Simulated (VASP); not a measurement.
# CuO (P1) in VASP: settings compared

Aim: see how the results for CuO move with the level of theory and the settings. Levels: PBE, PBEsol. Tasks: single point.

All numbers are computed with VASP 6.6.1; they aren't measurements. Logs are shortened: lines on timing, memory, paths and dates and some standing lists are left out, and cuts for length are marked.

## Step 1: The cell of the first run

The typed cell holds 8 atoms: a = 2.900 Å, b = 5.544 Å, c = 5.643 Å, α = 113.11°, β = 101.64°, γ = 92.01°.

## Step 2: Single point, PBE

The input, INCAR:

```
PREC = Accurate ; ENCUT = 520
EDIFF = 1E-6 ; ISMEAR = -1
SIGMA = 0.05 ; LREAL = F
LASPH = T ; NELM = 100
ALGO = Normal ; ISIF = 2
LWAVE = F ; LCHARG = T
GGA = PE ; LELF = T
LVHAR = T ; NBANDS = 44
```

The input, KPOINTS:

```
regular mesh
0
Gamma
  3 2 2
```

The input, POSCAR:

```
CuO
1.0
    2.3418500000     -1.7113000000      0.0000000000
   -1.4918200000     -1.7113000000     -5.0578700000
    2.3418500000      5.1339000000      0.0000000000
Cu O
4 4
Direct
    0.3213271600      0.9565765600      0.2905417800
    0.6786728400      0.0434234400      0.7094582200
    0.3225567000      0.5218645100      0.6836463300
    0.6774433000      0.4781354900      0.3163536700
    0.4176716400      0.7073204800      0.0098998500
    0.4139283600      0.7926795200      0.6585001500
    0.2249395900      0.3481680500      0.0734239800
    0.9434604100      0.1518319500      0.2581760200
```

Potentials or basis: VASP PAW PBE potentials, release 64 (Cu, O).

Launch:

```sh
> cat potpaw_PBE.64/Cu/POTCAR potpaw_PBE.64/O/POTCAR > POTCAR
> mpirun -np 1 vasp_std > vasp.out
```

OUTCAR:

```text
PREC = Accurate
   ENCUT = 520
   EDIFF = 1E-6
   ISMEAR = -1
   LREAL = F
   LASPH = T
   NELM = 100
   ISIF = 2
   GGA = PE

 ion  position               nearest neighbor table
   1  0.321  0.957  0.291-   8 1.60   5 1.73   8 2.15   2 2.23
   2  0.679  0.043  0.709-   6 1.46   1 2.23   7 2.31
   3  0.323  0.522  0.684-   6 1.58   5 1.68   4 2.42   4 2.43
   4  0.677  0.478  0.316-   7 1.60   8 1.93   7 2.26   6 2.32   3 2.42   3 2.43
   5  0.418  0.707  0.010-   3 1.68   1 1.73
   6  0.414  0.793  0.659-   2 1.46   3 1.58   4 2.32
   7  0.225  0.348  0.073-   4 1.60   4 2.26   2 2.31
   8  0.943  0.152  0.258-   1 1.60   4 1.93   1 2.15

  LATTYP: Found a triclinic cell.
 ALAT       =     5.8009685786
 B/A-ratio  =     1.6360783372
 C/A-ratio  =     2.0759489700
 COS(alpha) =     0.0013450221
 COS(beta)  =     0.5225206785
 COS(gamma) =     0.8445132113

  Lattice vectors:

 A1 = (  -4.6837000000,  -3.4226000000,   0.0000000000)
 A2 = (  -6.1755200000,  -5.1339000000,  -5.0578700000)
 A3 = (  -4.0419100000,  -5.1339000000,  10.1157400000)

Analysis of symmetry for initial positions (statically):
=====================================================================
 Subroutine PRICEL returns:
 Original cell was already a primitive cell.

 Routine SETGRP: Setting up the symmetry group for a
 triclinic supercell.

 Subroutine GETGRP returns: Found  1 space group operations
 (whereof  1 operations were pure point group operations)
 out of a pool of  2 trial point group operations.

The static configuration has the point symmetry C_1 .

Analysis of symmetry for dynamics (positions and initial velocities):
=====================================================================
 Subroutine PRICEL returns:
 Original cell was already a primitive cell.

 Routine SETGRP: Setting up the symmetry group for a
 triclinic supercell.

 Subroutine GETGRP returns: Found  1 space group operations
 (whereof  1 operations were pure point group operations)
 out of a pool of  2 trial point group operations.

The dynamic configuration has the point symmetry C_1 .

 Subroutine INISYM returns: Found  1 space group operations
 (whereof  1 operations are pure point group operations),
 and found     1 'primitive' translations

----------------------------------------------------------------------------------------

                                     Primitive cell

  volume of cell :      81.0798

  direct lattice vectors                    reciprocal lattice vectors
     2.341850000 -1.711300000  0.000000000     0.320259624 -0.146087770 -0.045032734
    -1.491820000 -1.711300000 -5.057870000     0.000000000  0.000000000 -0.197711685
     2.341850000  5.133900000  0.000000000     0.106753208  0.146087770 -0.080914806

  length of vectors
     2.900484289  5.544016914  5.642799893     0.354874358  0.197711685  0.198204666

  position of ions in fractional coordinates (direct lattice)
     0.321327160  0.956576560  0.290541780
     0.678672840  0.043423440  0.709458220
     0.322556700  0.521864510  0.683646330
     0.677443300  0.478135490  0.316353670
     0.417671640  0.707320480  0.009899850
     0.413928360  0.792679520  0.658500150
     0.224939590  0.348168050  0.073423980
     0.943460410  0.151831950  0.258176020

  ion indices of the primitive-cell ions
   primitive index   ion index
                 1           1
                 2           2
                 3           3
                 4           4
                 5           5
                 6           6
                 7           7
                 8           8

----------------------------------------------------------------------------------------

 KPOINTS: regular mesh

Automatic generation of k-mesh.
 Grid dimensions read from file:
 generate k-points for:    3    2    2

 Generating k-lattice:

  Cartesian coordinates                     Fractional coordinates (reciprocal lattice)
     0.106753208 -0.048695923 -0.015010911     0.333333333 -0.000000000 -0.000000000
     0.000000000  0.000000000 -0.098855842     0.000000000  0.500000000  0.000000000
     0.053376604  0.073043885 -0.040457403     0.000000000  0.000000000  0.500000000

  Length of vectors
     0.118291453  0.098855842  0.099102333

  Shift w.r.t. Gamma in fractional coordinates (k-lattice)
     0.000000000  0.000000000  0.000000000

 Subroutine IBZKPT returns following result:
 ===========================================

 Found      8 irreducible k-points:

 Following reciprocal coordinates:
            Coordinates               Weight
  0.000000  0.000000  0.000000      1.000000
  0.333333  0.000000 -0.000000      2.000000
  0.000000  0.500000  0.000000      1.000000
  0.333333  0.500000 -0.000000      2.000000
  0.000000  0.000000  0.500000      1.000000
  0.333333  0.000000  0.500000      2.000000
  0.000000  0.500000  0.500000      1.000000
  0.333333  0.500000  0.500000      2.000000
   k-points           NKPTS =      8   k-points in BZ     NKDIM =      8   number of bands    NBANDS=     44
   number of dos      NEDOS =    301   number of ions     NIONS =      8
   total plane-waves  NPLWV =  42336
   dimension x,y,z NGX =    24 NGY =   42 NGZ =   42
   dimension x,y,z NGXF=    48 NGYF=   84 NGZF=   84
   ions per type =               4   4
   NGX,Y,Z   is equivalent  to a cutoff of  13.76, 12.59, 12.37 a.u.
   NGXF,Y,Z  is equivalent  to a cutoff of  27.51, 25.19, 24.75 a.u.
 SYSTEM =  unknown system
   PREC   = accura    normal or accurate (medium, high low for compatibility)
   ISTART =      0    job   : 0-new  1-cont  2-samecut
   ICHARG =      2    charge: 1-file 2-atom 10-const
   ISPIN  =      1    spin polarized calculation?
   LNONCOLLINEAR =      F non collinear calculations
   LSORBIT =      F    spin-orbit coupling
   LASPH  =      T    aspherical Exc in radial PAW
   ENCUT  =  520.0 eV  38.22 Ry    6.18 a.u.   5.39 10.31 10.49*2*pi/ulx,y,z
   NELM   =    100;   NELMIN=  2; NELMDL= -5     # of ELM steps
   EDIFF  = 0.1E-05   stopping-criterion for ELM
   LREAL  =      F    real-space projection
   EDIFFG = 0.1E-04   stopping-criterion for IOM
   NSW    =      0    number of steps for IOM
   IBRION =     -1    ionic relax: 0-MD 1-quasi-New 2-CG
   NFREE  =      0    steps in history (QN), initial steepest desc. (CG)
   ISIF   =      2    stress and relaxation
   ISYM   =      2    0-nonsym 1-usesym 2-fastsym
   POTIM  = 0.5000    time-step for ionic-motion
   TEBEG  =    0.0;   TEEND  =   0.0 temperature during run
   PSTRESS=    0.0 pullay stress
   NELECT =      68.0000    total number of electrons
   NUPDOWN=      -1.0000    fix difference up-down
   EMIN   =  10.00;   EMAX   =-10.00  energy-range for DOS
   EFERMI =   0.00;   METHOD = LEGACY
   ISMEAR =    -1;   SIGMA  =   0.05  broadening in eV -4-tet -1-fermi 0-gaus
   EFERMI_NEDOS =   21; number of points for ismear=-14 and -15
   IALGO  =     38    algorithm
   IMIX   =      4    mixing-type and parameters
     AMIX     =   0.40;   BMIX     =  1.00
     AMIX_MAG =   1.60;   BMIX_MAG =  1.00
  volume/ion in A,a.u.               =      10.13        68.39
  Fermi-wavevector in a.u.,A,eV,Ry     =   1.543856  2.917465 32.429376  2.383492
  Thomas-Fermi vector in A             =   2.649460
   LORBIT       =      0    0 simple, 1 ext, 2 COOP (PROOUT), +10 PAW based schemes
   GGA     = PE    functional components
   LHFCALC =     F    Hartree Fock is set to
   AEXX    =    0.0000 exact exchange contribution
   IVDW    =     0    specifies the selected vdW correction
   LEPSILON=     F    determine dielectric tensor
   LRPA    =     F    only Hartree local field effects (RPA)
 non-spin polarized calculation
  energy-cutoff  :      520.00
  volume of cell :       81.08
 maximum number of plane-waves:      2213
 NGX is ok and might be reduce to    24
   NGX = 11   NGY = 21   NGZ = 21

 number of electron      68.0000012 magnetization

 Free energy of the ion-electron system (eV)
  ---------------------------------------------------
  ext. energy  EPLUGINS =         0.00000000
  ---------------------------------------------------
  free energy    TOTEN  =       -27.55691525 eV

  energy without entropy =      -27.49976549  energy(sigma->0) =      -27.52834037

 E-fermi :   5.6487     XC(G=0): -11.8569

 val. band max:        5.6422403758   @ k =   0.3333   0.0000   0.5000
 cond. band min:       5.6691283269   @ k =   0.0000   0.0000   0.0000
 fundamental gap:      0.0268879511
 Fermi energy:         5.6487123376

 k-point     1 :       0.0000    0.0000    0.0000
  band No.  band energies     occupation
      1     -15.2442      2.00000
      2     -14.4849      2.00000
      3     -12.8959      2.00000
      4     -12.4743      2.00000
      5      -3.3092      2.00000
      6      -2.2145      2.00000
[... 36 lines left out ...]
     43      15.3984      0.00000
     44      18.5199      0.00000

 k-point     2 :       0.3333    0.0000   -0.0000
  band No.  band energies     occupation
      1     -14.8940      2.00000
      2     -14.0728      2.00000
      3     -12.9093      2.00000
      4     -12.2343      2.00000
      5      -3.2181      2.00000
      6      -2.0580      2.00000
[... 36 lines left out ...]
     43      15.0120      0.00000
     44      16.2033      0.00000

 k-point     3 :       0.0000    0.5000    0.0000
  band No.  band energies     occupation
      1     -15.1317      2.00000
      2     -14.4874      2.00000
      3     -13.3321      2.00000
      4     -12.1504      2.00000
      5      -3.4045      2.00000
      6      -2.3455      2.00000
[... 36 lines left out ...]
     43      16.5138      0.00000
     44      17.0311      0.00000

 k-point     4 :       0.3333    0.5000   -0.0000
  band No.  band energies     occupation
      1     -14.8751      2.00000
      2     -14.0455      2.00000
      3     -12.9955      2.00000
      4     -12.2035      2.00000
      5      -3.2701      2.00000
      6      -2.0175      2.00000
[... 36 lines left out ...]
     43      15.3041      0.00000
     44      16.3297      0.00000

 k-point     5 :       0.0000    0.0000    0.5000
  band No.  band energies     occupation
      1     -15.1161      2.00000
      2     -14.5997      2.00000
      3     -12.9558      2.00000
      4     -12.4678      2.00000
      5      -3.2387      2.00000
      6      -2.0284      2.00000
[... 36 lines left out ...]
     43      16.5500      0.00000
     44      17.8854      0.00000

 k-point     6 :       0.3333    0.0000    0.5000
  band No.  band energies     occupation
      1     -14.8632      2.00000
      2     -14.0819      2.00000
      3     -12.9592      2.00000
      4     -12.2195      2.00000
      5      -3.2356      2.00000
      6      -1.9310      2.00000
[... 36 lines left out ...]
     43      15.0467      0.00000
     44      16.3746      0.00000

 k-point     7 :       0.0000    0.5000    0.5000
  band No.  band energies     occupation
      1     -15.1293      2.00000
      2     -14.4409      2.00000
      3     -13.4223      2.00000
      4     -12.1086      2.00000
      5      -3.4914      2.00000
      6      -2.4205      2.00000
[... 36 lines left out ...]
     43      16.3251      0.00000
     44      17.7710      0.00000

 k-point     8 :       0.3333    0.5000    0.5000
  band No.  band energies     occupation
      1     -14.8564      2.00000
      2     -14.0357      2.00000
      3     -13.0569      2.00000
      4     -12.1844      2.00000
      5      -3.2322      2.00000
      6      -1.9566      2.00000
[... 36 lines left out ...]
     43      15.3427      0.00000
     44      16.5595      0.00000

------------------------ aborting loop because EDIFF is reached ----------------------------------------

  FORCE on cell =-STRESS in cart. coord.  units (eV):
  Direction    XX          YY          ZZ          XY          YZ          ZX
  --------------------------------------------------------------------------------------
  -------------------------------------------------------------------------------------
  Total       24.7233634     20.6746651     40.9208527      1.4850969     10.7171701     -1.2588442
  in kB      488.5457696    408.5415072    808.6160899     29.3462413    211.7765304    -24.8753781
  external PRESSURE =     568.5677889 kB  Pullay stress =       0.0000000 kB

 VOLUME and BASIS-vectors are now :
 -----------------------------------------------------------------------------
  energy-cutoff  :      520.00
  volume of cell :       81.08
      direct lattice vectors                 reciprocal lattice vectors
     2.341850000 -1.711300000  0.000000000     0.320259624 -0.146087770 -0.045032734
    -1.491820000 -1.711300000 -5.057870000     0.000000000  0.000000000 -0.197711685
     2.341850000  5.133900000  0.000000000     0.106753208  0.146087770 -0.080914806

 POSITION                                       TOTAL-FORCE (eV/Angst)
 -----------------------------------------------------------------------------------
      0.00587     -0.69526     -4.83824         3.592723     -0.480425      2.762538
      3.18601      2.40656     -0.21963         5.431754     -5.357718    -14.439867
      1.57785      2.06471     -2.63952         0.489332      2.325628      8.709678
      1.61403     -0.35341     -2.41835         5.216523      0.040198     -3.182854
     -0.05389     -1.87437     -3.57754         2.055726      2.102282      0.717959
      1.32893      1.31581     -4.00927        -5.768090      1.428819      6.382378
      0.17932     -0.60381     -1.76099        -6.997207     -1.773837      2.719170
      2.58755     -0.54892     -0.76795        -4.020760      1.715053     -3.669002
 -----------------------------------------------------------------------------------
    total drift:                               -0.000831     -0.001893     -0.000549

  FREE ENERGIE OF THE ION-ELECTRON SYSTEM (eV)
  ---------------------------------------------------
  free  energy   TOTEN  =       -27.5569152472 eV

  energy  without entropy=      -27.4997654908  energy(sigma->0) =      -27.52834037
```

Wall time 29 s (1 thread of Intel Xeon 6975P-C (Granite Rapids), shared host); peak memory 0.19 GiB.

What came out:

```yaml
Free_energy: -27.5569 eV
Pressure: 56.9 GPa
Largest_force: 16.332 eV/Å
Band_gap_on_the_k_mesh: zero (band 34 reaches 5.79 eV, above the bottom of band 35 at 5.60 eV)
```

Forces in eV/Å, atoms in the order of the input:
```
Cu    3.593  -0.480   2.763
Cu    5.432  -5.358 -14.440
Cu    0.489   2.326   8.710
Cu    5.217   0.040  -3.183
O     2.056   2.102   0.718
O    -5.768   1.429   6.382
O    -6.997  -1.774   2.719
O    -4.021   1.715  -3.669
```

Levels at points of the mesh, in eV from the Fermi level:
```csv
k point,band 31,band 32,band 33,band 34,band 35,band 36,band 37,band 38
"(0.00, 0.00, 0.00)",-0.58,-0.40,-0.29,0.02,0.21,0.36,0.64,4.19
"(0.00, 0.50, 0.00)",-0.96,-0.43,-0.35,0.14,0.37,0.62,1.34,2.24
"(0.00, 0.00, 0.50)",-0.74,-0.48,-0.31,-0.24,0.24,0.79,1.61,3.28
"(0.00, 0.50, 0.50)",-0.71,-0.68,-0.52,-0.35,-0.05,0.54,1.66,2.21
```

Caveat: the k points lie up to 0.74 Å⁻¹ apart; semilocal functionals often make such compounds metallic where correlation or magnetic order opens a gap, which also shifts bond lengths; forces of over 1 eV/Å act on the atoms, so gaps and moduli don't describe the material at rest.

## Step 3: Single point, PBEsol

The input, INCAR:

```
PREC = Accurate
ENCUT = 520
EDIFF = 1E-7
ISMEAR = -1
SIGMA = 0.05
LREAL = False
LASPH = True
NELM = 100
ALGO = Normal
ISIF = 2
LWAVE = False
LCHARG = False
GGA = PS
NBANDS = 44
```

The input, KPOINTS:

```
regular mesh
0
Gamma
  9 5 5
```

POSCAR is that of step 2.

Potentials or basis: VASP PAW PBE potentials, release 64 (Cu, O).

Launch:

```sh
> cat potpaw_PBE.64/Cu/POTCAR potpaw_PBE.64/O/POTCAR > POTCAR
> mpirun -np 1 vasp_std > vasp.out
```

OUTCAR:

```text
PREC = Accurate
   ENCUT = 520
   EDIFF = 1E-7
   ISMEAR = -1
   LREAL = False
   LASPH = True
   NELM = 100
   ISIF = 2
   GGA = PS

 ion  position               nearest neighbor table
   1  0.321  0.957  0.291-   8 1.60   5 1.73   8 2.15   2 2.23
   2  0.679  0.043  0.709-   6 1.46   1 2.23   7 2.31
   3  0.323  0.522  0.684-   6 1.58   5 1.68   4 2.42   4 2.43
   4  0.677  0.478  0.316-   7 1.60   8 1.93   7 2.26   6 2.32   3 2.42   3 2.43
   5  0.418  0.707  0.010-   3 1.68   1 1.73
   6  0.414  0.793  0.659-   2 1.46   3 1.58   4 2.32
   7  0.225  0.348  0.073-   4 1.60   4 2.26   2 2.31
[... 1345 lines left out ...]
  Total       20.4689246     16.5337805     35.8346315      1.4068878     10.5710968     -1.1347334
  in kB      404.4759754    326.7155994    708.1098673     27.8007914    208.8900503    -22.4228871
  external PRESSURE =     479.7671474 kB  Pullay stress =       0.0000000 kB

 VOLUME and BASIS-vectors are now :
 -----------------------------------------------------------------------------
  energy-cutoff  :      520.00
  volume of cell :       81.08
      direct lattice vectors                 reciprocal lattice vectors
     2.341850000 -1.711300000  0.000000000     0.320259624 -0.146087770 -0.045032734
    -1.491820000 -1.711300000 -5.057870000     0.000000000  0.000000000 -0.197711685
     2.341850000  5.133900000  0.000000000     0.106753208  0.146087770 -0.080914806

 POSITION                                       TOTAL-FORCE (eV/Angst)
 -----------------------------------------------------------------------------------
      0.00587     -0.69526     -4.83824         3.374196     -0.705966      2.590321
      3.18601      2.40656     -0.21963         5.226280     -5.149989    -13.977708
      1.57785      2.06471     -2.63952         0.435102      2.216063      8.188477
      1.61403     -0.35341     -2.41835         5.047264     -0.098719     -2.806192
     -0.05389     -1.87437     -3.57754         1.957949      2.099743      0.723700
      1.32893      1.31581     -4.00927        -5.555661      1.404003      6.265941
      0.17932     -0.60381     -1.76099        -6.707160     -1.572247      2.492911
      2.58755     -0.54892     -0.76795        -3.777970      1.807112     -3.477450
 -----------------------------------------------------------------------------------
    total drift:                                0.000308      0.000090      0.000767

  FREE ENERGIE OF THE ION-ELECTRON SYSTEM (eV)
  ---------------------------------------------------
  free  energy   TOTEN  =       -31.6491139356 eV

  energy  without entropy=      -31.6063658545  energy(sigma->0) =      -31.62773990
```

It took 5.1 min on 1 thread of Intel Xeon 6975P-C (Granite Rapids), shared host; peak memory 0.39 GiB.

What came out:

* Free energy: -31.6491 eV
* Pressure: 48.0 GPa
* Largest force: 15.786 eV/Å
* Band gap on the k mesh: zero (band 34 reaches 5.63 eV, above the bottom of band 35 at 5.38 eV)

Forces on the atoms (eV/Å):
```
Cu    3.374  -0.706   2.590
Cu    5.226  -5.150 -13.978
Cu    0.435   2.216   8.188
Cu    5.047  -0.099  -2.806
O     1.958   2.100   0.724
O    -5.556   1.404   6.266
O    -6.707  -1.572   2.493
O    -3.778   1.807  -3.477
```

Caveat: the PAW data sets were made with another functional, which shifts forces and pressure a little; semilocal functionals often make such compounds metallic where correlation or magnetic order opens a gap, which also shifts bond lengths.
